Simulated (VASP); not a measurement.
# MgCd3Se3 (P6/mmm) in VASP: relaxation of cell and atoms with PBE

Aim: the relaxation of cell and atoms of MgCd3Se3 with PBE.

All numbers are computed with VASP 6.6.1; they aren't measurements. Logs are shortened: lines on timing, memory, paths and dates and some standing lists are left out, and cuts for length are marked.

### 1 The cell of the first run

It takes space group P6/mmm (No. 191, hexagonal). The conventional cell has a = 4.740 Å, b = 4.740 Å, c = 10.678 Å, α = 90.00°, β = 90.00°, γ = 120.00°. Within 3.7 Å of Mg (site symmetry 6/mmm) lie 2 Cd at 2.79 Å. Cd (site symmetry 6mm) has 1 Cd at 2.55 Å and 1 Mg at 2.79 Å and 6 Se at 3.48 Å within 3.5 Å. Within 3.1 Å of Cd (site symmetry 6/mmm) lie 6 Se at 2.37 Å and 2 Cd at 2.55 Å. Se (site symmetry mmm) has 4 Se at 2.37 Å and 2 Cd at 2.37 Å within 3.1 Å.

The cell was generated, and may not be a known phase.

### 2 Relaxation of cell and atoms, PBE

The input, INCAR:

```
PREC = Accurate ; ENCUT = 600
EDIFF = 1E-7 ; ISMEAR = 0
SIGMA = 0.2 ; LREAL = F
LASPH = T ; NELM = 120
ALGO = Normal ; ISIF = 3
LWAVE = F ; LCHARG = F
GGA = PE ; IBRION = 2
NSW = 36 ; EDIFFG = -0.08
GGA_COMPAT = F ; NELMIN = 4
```

The input, KPOINTS:

```
Automatic mesh
0
Gamma
  4 4 2
```

The input, POSCAR:

```
MgCd3Se3
1.0
    4.7404783500      0.0000000000      0.0000000000
   -2.3702391800      4.1053746800      0.0000000000
    0.0000000000      0.0000000000     10.6781286800
Mg Cd Se
1 3 3
Direct
    0.0000000000      0.0000000000      0.5000000000
    0.0000000000      0.0000000000      0.2383385400
    0.0000000000      0.0000000000      0.7616614600
    0.0000000000      0.0000000000      0.0000000000
    0.5000000000      0.0000000000      0.0000000000
    0.0000000000      0.5000000000      0.0000000000
    0.5000000000      0.5000000000      0.0000000000
```

Potentials or basis: VASP PAW PBE potentials, release 64 (Mg, Cd, Se).

Command:

```sh
$ cat potpaw_PBE.64/Mg/POTCAR potpaw_PBE.64/Cd/POTCAR potpaw_PBE.64/Se/POTCAR > POTCAR
$ mpirun -np 1 vasp_std > vasp.out
```

OUTCAR:

```text
PREC = Accurate
   ENCUT = 600
   EDIFF = 1E-7
   ISMEAR = 0
   LREAL = F
   LASPH = T
   NELM = 120
   ISIF = 3
   GGA = PE
   IBRION = 2
   NSW = 36
   EDIFFG = -0.08
   NELMIN = 4

 ion  position               nearest neighbor table
   1  0.000  0.000  0.500-   2 2.79   3 2.79
   2  0.000  0.000  0.238-   4 2.55   1 2.79
   3  0.000  0.000  0.762-   4 2.55   1 2.79
   4  0.000  0.000  0.000-   7 2.37   7 2.37   5 2.37   5 2.37   6 2.37   6 2.37   2 2.55   3 2.55

   5  0.500  0.000  0.000-   6 2.37   6 2.37   4 2.37   4 2.37   7 2.37   7 2.37
   6  0.000  0.500  0.000-   5 2.37   5 2.37   7 2.37   7 2.37   4 2.37   4 2.37
   7  0.500  0.500  0.000-   4 2.37   4 2.37   6 2.37   6 2.37   5 2.37   5 2.37

  LATTYP: Found a hexagonal cell.
 ALAT       =     4.7404783500
 C/A-ratio  =     2.2525424423

  Lattice vectors:

 A1 = (   4.7404783500,   0.0000000000,   0.0000000000)
 A2 = (  -2.3702391800,   4.1053746800,   0.0000000000)
 A3 = (   0.0000000000,   0.0000000000,  10.6781286800)

Analysis of symmetry for initial positions (statically):
=====================================================================
 Subroutine PRICEL returns:
 Original cell was already a primitive cell.

 Routine SETGRP: Setting up the symmetry group for a
 hexagonal supercell.

 Subroutine GETGRP returns: Found 24 space group operations
 (whereof 24 operations were pure point group operations)
 out of a pool of 24 trial point group operations.

The static configuration has the point symmetry D_6h.

Analysis of symmetry for dynamics (positions and initial velocities):
=====================================================================
 Subroutine PRICEL returns:
 Original cell was already a primitive cell.

 Routine SETGRP: Setting up the symmetry group for a
 hexagonal supercell.

 Subroutine GETGRP returns: Found 24 space group operations
 (whereof 24 operations were pure point group operations)
 out of a pool of 24 trial point group operations.

The dynamic configuration has the point symmetry D_6h.

 Subroutine INISYM returns: Found 24 space group operations
 (whereof 24 operations are pure point group operations),
 and found     1 'primitive' translations

----------------------------------------------------------------------------------------

                                     Primitive cell

  volume of cell :     207.8118

  direct lattice vectors                    reciprocal lattice vectors
     4.740478350  0.000000000  0.000000000     0.210949176  0.121791564  0.000000000
    -2.370239180  4.105374680  0.000000000     0.000000000  0.243583126  0.000000000
     0.000000000  0.000000000 10.678128680     0.000000000  0.000000000  0.093649368

  length of vectors
     4.740478350  4.740478355 10.678128680     0.243583127  0.243583126  0.093649368

  position of ions in fractional coordinates (direct lattice)
     0.000000000  0.000000000  0.500000000
     0.000000000  0.000000000  0.238338540
     0.000000000  0.000000000  0.761661460
     0.000000000  0.000000000  0.000000000
     0.500000000  0.000000000  0.000000000
     0.000000000  0.500000000  0.000000000
     0.500000000  0.500000000  0.000000000

  ion indices of the primitive-cell ions
   primitive index   ion index
                 1           1
                 2           2
                 3           3
                 4           4
                 5           5
                 6           6
                 7           7

----------------------------------------------------------------------------------------

 KPOINTS: Automatic mesh

Automatic generation of k-mesh.
 Grid dimensions read from file:
 generate k-points for:    4    4    2

 Generating k-lattice:

  Cartesian coordinates                     Fractional coordinates (reciprocal lattice)
     0.052737294  0.030447891  0.000000000     0.250000000  0.000000000  0.000000000
     0.000000000  0.060895782  0.000000000     0.000000000  0.250000000  0.000000000
     0.000000000  0.000000000  0.046824684     0.000000000  0.000000000  0.500000000

  Length of vectors
     0.060895782  0.060895782  0.046824684

  Shift w.r.t. Gamma in fractional coordinates (k-lattice)
     0.000000000  0.000000000  0.000000000

 Subroutine IBZKPT returns following result:
 ===========================================

 Found      8 irreducible k-points:

 Following reciprocal coordinates:
            Coordinates               Weight
  0.000000  0.000000  0.000000      1.000000
  0.250000  0.000000  0.000000      6.000000
  0.500000  0.000000  0.000000      3.000000
  0.250000  0.250000  0.000000      6.000000
  0.000000  0.000000  0.500000      1.000000
  0.250000  0.000000  0.500000      6.000000
  0.500000  0.000000  0.500000      3.000000
  0.250000  0.250000  0.500000      6.000000
   k-points           NKPTS =      8   k-points in BZ     NKDIM =      8   number of bands    NBANDS=     33
   number of dos      NEDOS =    301   number of ions     NIONS =      7
   total plane-waves  NPLWV = 144000
   dimension x,y,z NGX =    40 NGY =   40 NGZ =   90
   dimension x,y,z NGXF=    80 NGYF=   80 NGZF=  180
   ions per type =               1   3   3
   NGX,Y,Z   is equivalent  to a cutoff of  14.03, 14.03, 14.01 a.u.
   NGXF,Y,Z  is equivalent  to a cutoff of  28.06, 28.06, 28.02 a.u.
 SYSTEM =  unknown system
   PREC   = accura    normal or accurate (medium, high low for compatibility)
   ISTART =      0    job   : 0-new  1-cont  2-samecut
   ICHARG =      2    charge: 1-file 2-atom 10-const
   ISPIN  =      1    spin polarized calculation?
   LNONCOLLINEAR =      F non collinear calculations
   LSORBIT =      F    spin-orbit coupling
   LASPH  =      T    aspherical Exc in radial PAW
   ENCUT  =  600.0 eV  44.10 Ry    6.64 a.u.   9.47  9.47 21.33*2*pi/ulx,y,z
   NELM   =    120;   NELMIN=  4; NELMDL= -5     # of ELM steps
   EDIFF  = 0.1E-06   stopping-criterion for ELM
   LREAL  =      F    real-space projection
   EDIFFG = -.8E-01   stopping-criterion for IOM
   NSW    =     36    number of steps for IOM
   IBRION =      2    ionic relax: 0-MD 1-quasi-New 2-CG
   NFREE  =      1    steps in history (QN), initial steepest desc. (CG)
   ISIF   =      3    stress and relaxation
   ISYM   =      2    0-nonsym 1-usesym 2-fastsym
   POTIM  = 0.5000    time-step for ionic-motion
   TEBEG  =    0.0;   TEEND  =   0.0 temperature during run
   PSTRESS=    0.0 pullay stress
   NELECT =      56.0000    total number of electrons
   NUPDOWN=      -1.0000    fix difference up-down
   EMIN   =  10.00;   EMAX   =-10.00  energy-range for DOS
   EFERMI =   0.00;   METHOD = LEGACY
   ISMEAR =     0;   SIGMA  =   0.20  broadening in eV -4-tet -1-fermi 0-gaus
   EFERMI_NEDOS =   21; number of points for ismear=-14 and -15
   IALGO  =     38    algorithm
   IMIX   =      4    mixing-type and parameters
     AMIX     =   0.40;   BMIX     =  1.00
     AMIX_MAG =   1.60;   BMIX_MAG =  1.00
  volume/ion in A,a.u.               =      29.69       200.34
  Fermi-wavevector in a.u.,A,eV,Ry     =   1.057420  1.998234 15.213175  1.118137
  Thomas-Fermi vector in A             =   2.192692
   LORBIT       =      0    0 simple, 1 ext, 2 COOP (PROOUT), +10 PAW based schemes
   GGA     = PE    functional components
   LHFCALC =     F    Hartree Fock is set to
   AEXX    =    0.0000 exact exchange contribution
   IVDW    =     0    specifies the selected vdW correction
   LEPSILON=     F    determine dielectric tensor
   LRPA    =     F    only Hartree local field effects (RPA)
 conjugate gradient relaxation of ions
 non-spin polarized calculation
 Gauss-broadening in eV      SIGMA  =   0.20
  energy-cutoff  :      600.00
  volume of cell :      207.81
 maximum number of plane-waves:      7003
 NGX is ok and might be reduce to    40
   NGX = 19   NGY = 19   NGZ = 43

--------------------------------------- Ionic step        1  -------------------------------------------

 number of electron      55.9999991 magnetization

 Free energy of the ion-electron system (eV)
  ---------------------------------------------------
  ext. energy  EPLUGINS =         0.00000000
  ---------------------------------------------------
  free energy    TOTEN  =        -2.12839994 eV

  energy without entropy =       -2.05233106  energy(sigma->0) =       -2.09036550

------------------------ aborting loop because EDIFF is reached ----------------------------------------

  FORCE on cell =-STRESS in cart. coord.  units (eV):
  Direction    XX          YY          ZZ          XY          YZ          ZX
  --------------------------------------------------------------------------------------
  -------------------------------------------------------------------------------------
  Total       53.7090851     53.7090851     13.3788058     -0.0000001      0.0000000      0.0000000
  in kB      414.0837804    414.0837809    103.1472879     -0.0000005      0.0000000      0.0000000
  external PRESSURE =     310.4382831 kB  Pullay stress =       0.0000000 kB
[... 67 lines left out ...]
  energy  without entropy=      -10.0921096554  energy(sigma->0) =      -10.14079462

--------------------------------------- Ionic step        3  -------------------------------------------

 number of electron      56.0000035 magnetization

 E-fermi :   0.0392     XC(G=0):  -6.4272

 val. band max:       -0.0530780124   @ k =   0.2500   0.2500   0.5000
 cond. band min:       0.0670151317   @ k =   0.5000   0.0000   0.0000
 fundamental gap:      0.1200931442
 Fermi energy:         0.0391524196

 k-point     1 :       0.0000    0.0000    0.0000
  band No.  band energies     occupation
      1     -14.6635      2.00000
      2     -11.9028      2.00000
      3     -11.9028      2.00000
      4      -9.4125      2.00000
      5      -8.9383      2.00000
      6      -8.9383      2.00000
[... 479 lines left out ...]
  energy  without entropy=      -11.2563017468  energy(sigma->0) =      -11.29397389

--------------------------------------- Ionic step        8  -------------------------------------------

 number of electron      55.9999995 magnetization

 Free energy of the ion-electron system (eV)
  ---------------------------------------------------
  ext. energy  EPLUGINS =         0.00000000
  ---------------------------------------------------
  free energy    TOTEN  =       -11.33499263 eV

  energy without entropy =      -11.26138741  energy(sigma->0) =      -11.29819002

 E-fermi :  -0.1687     XC(G=0):  -6.2980

 val. band max:       -0.1917198492   @ k =   0.5000   0.0000   0.0000
 cond. band min:      -0.1330957817   @ k =   0.2500   0.2500   0.5000
 fundamental gap:      0.0586240675
 Fermi energy:        -0.1687157277

 k-point     1 :       0.0000    0.0000    0.0000
  band No.  band energies     occupation
      1     -14.6494      2.00000
      2     -12.0219      2.00000
      3     -12.0219      2.00000
      4      -9.4121      2.00000
      5      -8.9960      2.00000
      6      -8.9960      2.00000
[... 311 lines left out ...]
  FREE ENERGIE OF THE ION-ELECTRON SYSTEM (eV)
  ---------------------------------------------------
  free  energy   TOTEN  =       -11.3349926295 eV

  energy  without entropy=      -11.2613874140  energy(sigma->0) =      -11.29819002

 reached required accuracy - stopping structural energy minimisation
```

It took 20 min on 1 thread of Intel Xeon 8259CL, shared host; peak memory 0.44 GiB.

What came out:

- Free energy: -11.3350 eV
- Relaxed volume: 47.87 Å³/atom
- Relaxed cell: a = 5.808 Å, b = 5.808 Å, c = 11.471 Å, α = 90.00°, β = 90.00°, γ = 120.00°
- Space group after relaxing (to 0.1 Å): P6/mmm (No. 191)
- Energy gained by relaxing: 1315.2 meV/atom
- Ionic steps: 8
- Pressure after relaxing: 0.1 GPa
- Largest force after relaxing: 0.004 eV/Å
- Band gap on the k mesh: zero (bands 28 and 29 overlap by 1.21 eV)

Forces on the atoms (eV/Å):
```
Mg   0.000  0.000  0.000
Cd   0.000  0.000 -0.004
Cd   0.000  0.000  0.004
Cd   0.000  0.000  0.000
Se   0.000  0.000  0.000
Se   0.000  0.000  0.000
Se   0.000  0.000  0.000
```

The path:
```tsv
step	energy change (eV)	largest force (eV/Å)	pressure (GPa)	volume (Å³)
1	0.0000	2.4285	31.04	207.81
2	-8.0611	0.2686	-2.50	426.10
3	-9.1663	0.1369	0.90	322.25
4	-9.1881	0.0198	-0.28	340.35
5	-9.1978	0.0569	0.10	333.89
6	-9.1962	0.0747	0.28	331.01
7	-9.2032	0.0367	0.20	332.83
8	-9.2066	0.0044	0.11	335.09
```

Final structure:
```xyz
7
Lattice="5.8079 0.0000 0.0000 -2.9040 5.0298 0.0000 0.0000 0.0000 11.4706" Properties=species:S:1:pos:R:3 pbc="T T T"
Mg    0.0000    0.0000    5.7353
Cd    0.0000    0.0000    2.8213
Cd    0.0000    0.0000    8.6492
Cd    0.0000    0.0000    0.0000
Se    2.9040    0.0000    0.0000
Se   -1.4520    2.5149    0.0000
Se    1.4520    2.5149    0.0000
```

Caveat: the k points lie up to 0.31 Å⁻¹ apart in the final cell, too coarse for converged energies and pressures of a metal; the volume moved by over 15 % at a fixed basis, so the end points are rough.

The gap in the log of VASP goes by the Fermi energy; the results here count the filled bands.